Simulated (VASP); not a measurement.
# Cu (P6_3/mmc) in VASP: notebook

The runs below take Cu through single point, with RPBE.

Everything below comes from runs of VASP 6.6.1. Logs are shortened: lines on timing, memory, paths and dates and some standing lists are left out, and cuts for length are marked.

**1. The cell of the first run**

The structure is hexagonal, space group P6_3/mmc (No. 194). Conventional cell: a = 2.599 Å, b = 2.599 Å, c = 8.484 Å, α = 90.00°, β = 90.00°, γ = 120.00°. Cu (site symmetry -3m) has 12 Cu at 2.60 Å within 3.4 Å. Cu (site symmetry -6m2) has 12 Cu at 2.60 Å within 3.4 Å.

**2. Single point, RPBE**

File INCAR:

```
SYSTEM = Cu
PREC = Accurate ; ENCUT = 520
EDIFF = 1E-6 ; ISMEAR = -1
SIGMA = 0.1 ; LREAL = .False.
LASPH = .True. ; NELM = 80
ALGO = Normal ; ISIF = 2
LWAVE = .False. ; LCHARG = .False.
GGA = RP ; NBANDS = 30
```

File KPOINTS:

```
Automatic mesh
0
Gamma
  16 16 5
  0 0 0
```

File POSCAR:

```
Cu
1.0
    2.5985481066      0.0000000000      0.0000000000
   -1.2992740533      2.2504086733      0.0000000000
    0.0000000000      0.0000000000      8.4840668103
Cu
4
Direct
    1.0000000000      1.0000000000      0.0000000000
    1.0000000000      0.0000000000      0.5000000000
    0.3333333333      0.6666666667      0.2500000000
    0.6666666667      0.3333333333      0.7500000000
```

Potentials or basis: VASP PAW PBE potentials, release 64 (Cu).

Command:

```
cat potpaw_PBE.64/Cu/POTCAR > POTCAR
mpirun -np 1 vasp_std > vasp.out
```

OUTCAR:

```text
SYSTEM = Cu
   PREC = Accurate
   ENCUT = 520
   EDIFF = 1E-6
   ISMEAR = -1
   LREAL = .False.
   LASPH = .True.
   NELM = 80
   ISIF = 2
   GGA = RP

 ion  position               nearest neighbor table
   1  0.000  0.000  0.000-   3 2.60   4 2.60   4 2.60   3 2.60   4 2.60   3 2.60
   2  0.000  0.000  0.500-   3 2.60   4 2.60   4 2.60   3 2.60   4 2.60   3 2.60
   3  0.333  0.667  0.250-   1 2.60   2 2.60   1 2.60   2 2.60   1 2.60   2 2.60
   4  0.667  0.333  0.750-   1 2.60   2 2.60   1 2.60   2 2.60   1 2.60   2 2.60

  LATTYP: Found a hexagonal cell.
 ALAT       =     2.5985481066
 C/A-ratio  =     3.2649258210

  Lattice vectors:

 A1 = (   2.5985481066,   0.0000000000,   0.0000000000)
 A2 = (  -1.2992740533,   2.2504086733,   0.0000000000)
 A3 = (   0.0000000000,   0.0000000000,   8.4840668103)

Analysis of symmetry for initial positions (statically):
=====================================================================
 Subroutine PRICEL returns:
 Original cell was already a primitive cell.

 Routine SETGRP: Setting up the symmetry group for a
 hexagonal supercell.

 Subroutine GETGRP returns: Found 24 space group operations
 (whereof 12 operations were pure point group operations)
 out of a pool of 24 trial point group operations.

The static configuration has the point symmetry D_3d.
 The point group associated with its full space group is D_6h.

Analysis of symmetry for dynamics (positions and initial velocities):
=====================================================================
 Subroutine PRICEL returns:
 Original cell was already a primitive cell.

 Routine SETGRP: Setting up the symmetry group for a
 hexagonal supercell.

 Subroutine GETGRP returns: Found 24 space group operations
 (whereof 12 operations were pure point group operations)
 out of a pool of 24 trial point group operations.

The dynamic configuration has the point symmetry D_3d.
 The point group associated with its full space group is D_6h.

 Subroutine INISYM returns: Found 24 space group operations
 (whereof 12 operations are pure point group operations),
 and found     1 'primitive' translations

----------------------------------------------------------------------------------------

                                     Primitive cell

  volume of cell :      49.6131

  direct lattice vectors                    reciprocal lattice vectors
     2.598548107  0.000000000  0.000000000     0.384830282  0.222181867  0.000000000
    -1.299274053  2.250408673  0.000000000     0.000000000  0.444363734  0.000000000
     0.000000000  0.000000000  8.484066810     0.000000000  0.000000000  0.117868002

  length of vectors
     2.598548107  2.598548107  8.484066810     0.444363734  0.444363734  0.117868002

  position of ions in fractional coordinates (direct lattice)
     0.000000000  0.000000000  0.000000000
     0.000000000  0.000000000  0.500000000
     0.333333333  0.666666667  0.250000000
     0.666666667  0.333333333  0.750000000

  ion indices of the primitive-cell ions
   primitive index   ion index
                 1           1
                 2           2
                 3           3
                 4           4

----------------------------------------------------------------------------------------

 KPOINTS: Automatic mesh

Automatic generation of k-mesh.
 Grid dimensions read from file:
 generate k-points for:   16   16    5

 Generating k-lattice:

  Cartesian coordinates                     Fractional coordinates (reciprocal lattice)
     0.024051893  0.013886367  0.000000000     0.062500000  0.000000000  0.000000000
     0.000000000  0.027772733  0.000000000     0.000000000  0.062500000  0.000000000
     0.000000000  0.000000000  0.023573600     0.000000000  0.000000000  0.200000000

  Length of vectors
     0.027772733  0.027772733  0.023573600

  Shift w.r.t. Gamma in fractional coordinates (k-lattice)
     0.000000000  0.000000000  0.000000000

 Subroutine IBZKPT returns following result:
 ===========================================

 Found     90 irreducible k-points:

 Following reciprocal coordinates:
            Coordinates               Weight
  0.000000  0.000000  0.000000      1.000000
  0.062500  0.000000  0.000000      6.000000
  0.125000  0.000000  0.000000      6.000000
  0.187500  0.000000  0.000000      6.000000
  0.250000  0.000000  0.000000      6.000000
  0.312500  0.000000  0.000000      6.000000
[... 16 lines left out ...]
  0.187500  0.187500  0.000000      6.000000
  0.250000  0.187500  0.000000     12.000000
 [... further k-points ...]
   k-points           NKPTS =     90   k-points in BZ     NKDIM =     90   number of bands    NBANDS=     30
   number of dos      NEDOS =    301   number of ions     NIONS =      4
   total plane-waves  NPLWV =  25600
   dimension x,y,z NGX =    20 NGY =   20 NGZ =   64
   dimension x,y,z NGXF=    40 NGYF=   40 NGZF=  128
   ions per type =               4
   NGX,Y,Z   is equivalent  to a cutoff of  12.80, 12.80, 12.54 a.u.
   NGXF,Y,Z  is equivalent  to a cutoff of  25.59, 25.59, 25.08 a.u.
 SYSTEM =  Cu
   PREC   = accura    normal or accurate (medium, high low for compatibility)
   ISTART =      0    job   : 0-new  1-cont  2-samecut
   ICHARG =      2    charge: 1-file 2-atom 10-const
   ISPIN  =      1    spin polarized calculation?
   LNONCOLLINEAR =      F non collinear calculations
   LSORBIT =      F    spin-orbit coupling
   LASPH  =      T    aspherical Exc in radial PAW
   ENCUT  =  520.0 eV  38.22 Ry    6.18 a.u.   4.83  4.83 15.77*2*pi/ulx,y,z
   NELM   =     80;   NELMIN=  2; NELMDL= -5     # of ELM steps
   EDIFF  = 0.1E-05   stopping-criterion for ELM
   LREAL  =      F    real-space projection
   EDIFFG = 0.1E-04   stopping-criterion for IOM
   NSW    =      0    number of steps for IOM
   IBRION =     -1    ionic relax: 0-MD 1-quasi-New 2-CG
   NFREE  =      0    steps in history (QN), initial steepest desc. (CG)
   ISIF   =      2    stress and relaxation
   ISYM   =      2    0-nonsym 1-usesym 2-fastsym
   POTIM  = 0.5000    time-step for ionic-motion
   TEBEG  =    0.0;   TEEND  =   0.0 temperature during run
   PSTRESS=    0.0 pullay stress
   NELECT =      44.0000    total number of electrons
   NUPDOWN=      -1.0000    fix difference up-down
   EMIN   =  10.00;   EMAX   =-10.00  energy-range for DOS
   EFERMI =   0.00;   METHOD = LEGACY
   ISMEAR =    -1;   SIGMA  =   0.10  broadening in eV -4-tet -1-fermi 0-gaus
   EFERMI_NEDOS =   21; number of points for ismear=-14 and -15
   IALGO  =     38    algorithm
   IMIX   =      4    mixing-type and parameters
     AMIX     =   0.40;   BMIX     =  1.00
     AMIX_MAG =   1.60;   BMIX_MAG =  1.00
  volume/ion in A,a.u.               =      12.40        83.70
  Fermi-wavevector in a.u.,A,eV,Ry     =   1.572873  2.972299 33.659852  2.473929
  Thomas-Fermi vector in A             =   2.674242
   LORBIT       =      0    0 simple, 1 ext, 2 COOP (PROOUT), +10 PAW based schemes
   GGA     = RP    functional components
   LHFCALC =     F    Hartree Fock is set to
   AEXX    =    0.0000 exact exchange contribution
   IVDW    =     0    specifies the selected vdW correction
   LEPSILON=     F    determine dielectric tensor
   LRPA    =     F    only Hartree local field effects (RPA)
 non-spin polarized calculation
  energy-cutoff  :      520.00
  volume of cell :       49.61
 maximum number of plane-waves:      1357
 NGX is ok and might be reduce to    20
   NGX =  9   NGY =  9   NGZ = 31

 number of electron      44.0000029 magnetization

 Free energy of the ion-electron system (eV)
  ---------------------------------------------------
  ext. energy  EPLUGINS =         0.00000000
  ---------------------------------------------------
  free energy    TOTEN  =       -13.02491624 eV

  energy without entropy =      -12.98000972  energy(sigma->0) =      -13.00246298

 E-fermi :   7.1171     XC(G=0): -12.3064

 val. band max:        7.1151565863   @ k =   0.2500   0.2500   0.4000
 cond. band min:       7.1220760749   @ k =   0.4375  -0.0000   0.0000
 fundamental gap:      0.0069194886
 Fermi energy:         7.1171474798

 k-point     1 :       0.0000    0.0000    0.0000
  band No.  band energies     occupation
      1      -1.8249      2.00000
      2       0.2280      2.00000
      3       0.2349      2.00000
      4       2.3499      2.00000
      5       4.0479      2.00000
      6       4.0511      2.00000
[... 22 lines left out ...]
     29      28.3260      0.00000
     30      28.3426      0.00000

 k-point     2 :       0.0625    0.0000    0.0000
  band No.  band energies     occupation
      1      -1.7028      2.00000
      2       0.3378      2.00000
      3       0.3445      2.00000
      4       2.4210      2.00000
      5       3.9891      2.00000
      6       4.0226      2.00000
[... 22 lines left out ...]
     29      26.9913      0.00000
     30      27.3176      0.00000

 k-point     3 :       0.1250    0.0000    0.0000
  band No.  band energies     occupation
      1      -1.3406      2.00000
      2       0.6571      2.00000
      3       0.6636      2.00000
      4       2.6182      2.00000
      5       3.8649      2.00000
      6       3.9512      2.00000
[... 22 lines left out ...]
     29      24.7393      0.00000
     30      24.7589      0.00000

 k-point     4 :       0.1875    0.0000    0.0000
  band No.  band energies     occupation
      1      -0.7528      2.00000
      2       1.1491      2.00000
      3       1.1551      2.00000
      4       2.8842      2.00000
      5       3.7388      2.00000
      6       3.8456      2.00000
[... 22 lines left out ...]
     29      21.9325      0.00000
     30      22.0169      0.00000

 k-point     5 :       0.2500    0.0000    0.0000
  band No.  band energies     occupation
      1       0.0286      2.00000
      2       1.7230      2.00000
      3       1.7286      2.00000
      4       3.0968      2.00000
      5       3.6522      2.00000
      6       3.6587      2.00000
[... 22 lines left out ...]
     29      20.7676      0.00000
     30      20.8884      0.00000
[... 526 lines left out ...]
     29      17.0128      0.00000
     30      18.3999      0.00000

 k-point    22 :       0.4375    0.1250    0.0000
  band No.  band energies     occupation
      1       2.5883      2.00000
      2       2.6823      2.00000
      3       2.9823      2.00000
      4       3.1631      2.00000
      5       3.3986      2.00000
      6       3.4177      2.00000
[... 22 lines left out ...]
     29      16.7150      0.00000
     30      17.1285      0.00000

 k-point    23 :       0.1875    0.1875    0.0000
  band No.  band energies     occupation
      1       1.1572      2.00000
      2       2.4241      2.00000
      3       2.4297      2.00000
      4       3.3965      2.00000
      5       3.4198      2.00000
      6       3.5369      2.00000
[... 22 lines left out ...]
     29      18.4872      0.00000
     30      18.6804      0.00000

 k-point    24 :       0.2500    0.1875    0.0000
  band No.  band energies     occupation
      1       1.9951      2.00000
      2       2.7427      2.00000
      3       2.7533      2.00000
      4       3.3307      2.00000
      5       3.3458      2.00000
      6       3.5499      2.00000
[... 22 lines left out ...]
     29      16.2779      0.00000
     30      17.9167      0.00000

 [... further k-points ...]
[... 5 lines left out ...]
  --------------------------------------------------------------------------------------
  -------------------------------------------------------------------------------------
  Total        0.1961023      0.1961023      0.2137681      0.0000000      0.0000000      0.0000000
  in kB        6.3328191      6.3328191      6.9033093      0.0000000      0.0000000      0.0000000
  external PRESSURE =       6.5229825 kB  Pullay stress =       0.0000000 kB

 VOLUME and BASIS-vectors are now :
 -----------------------------------------------------------------------------
  energy-cutoff  :      520.00
  volume of cell :       49.61
      direct lattice vectors                 reciprocal lattice vectors
     2.598548107  0.000000000  0.000000000     0.384830282  0.222181867  0.000000000
    -1.299274053  2.250408673  0.000000000     0.000000000  0.444363734  0.000000000
     0.000000000  0.000000000  8.484066810     0.000000000  0.000000000  0.117868002

 POSITION                                       TOTAL-FORCE (eV/Angst)
 -----------------------------------------------------------------------------------
      0.00000      0.00000      0.00000         0.000000      0.000000      0.000000
      0.00000      0.00000      4.24203         0.000000      0.000000      0.000000
     -0.00000      1.50027      2.12102         0.000000      0.000000     -0.000000
      1.29927      0.75014      6.36305        -0.000000     -0.000000     -0.000000
 -----------------------------------------------------------------------------------
    total drift:                                0.000000     -0.000000      0.000000

  FREE ENERGIE OF THE ION-ELECTRON SYSTEM (eV)
  ---------------------------------------------------
  free  energy   TOTEN  =       -13.0249162415 eV

  energy  without entropy=      -12.9800097154  energy(sigma->0) =      -13.00246298
```

It took 68 s on 1 thread of AMD EPYC 9R45 (Zen 5), shared host; peak memory 0.2 GiB.

What came out:

* Free energy: -13.0249 eV
* Pressure: 0.7 GPa
* Band gap on the k mesh: zero (band 22 reaches 10.53 eV, above the bottom of band 23 at 5.45 eV)

Caveat: the PAW data sets were made with another functional, which shifts forces and pressure a little.

(Continued in part 2 of 2.)
